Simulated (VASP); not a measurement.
Bi:

```xyz
1
Lattice="-1.9930 1.9930 1.9930 1.9930 -1.9930 1.9930 1.9930 1.9930 -1.9930" Properties=species:S:1:pos:R:3 pbc="T T T"
Bi    0.0000    0.0000    0.0000
```

This isn't the form of Bi at room conditions, which is rhombohedral.

Base run:

```yaml
Program: VASP 6.6.1
Functional: r2SCAN
Potentials_or_basis: VASP PAW PBE potentials, release 64 (Bi_d)
Cutoff: 550 eV
k_mesh: 14 × 14 × 14
Occupations: gaussian, width 0.05 eV
Spin: no spin polarisation
```

Its results: band gap on the k mesh zero (an odd number of electrons rules out a gap without spin polarisation); pressure -1.0 GPa.

The run is repeated on the same cell with these changes: functional from r2SCAN to PBE; cutoff from 550 eV to 500 eV; k mesh from 14 × 14 × 14 to 6 × 6 × 6. What comes out?

Band gap on the k mesh zero (an odd number of electrons rules out a gap without spin polarisation); pressure 0.1 GPa.

Several settings changed at once.

Caveats: some runs use coarse meshes; spin-orbit coupling is left out, which moves the levels of the heavy elements; the PAW data sets were made with another functional, which shifts forces and pressure a little (at least some runs).
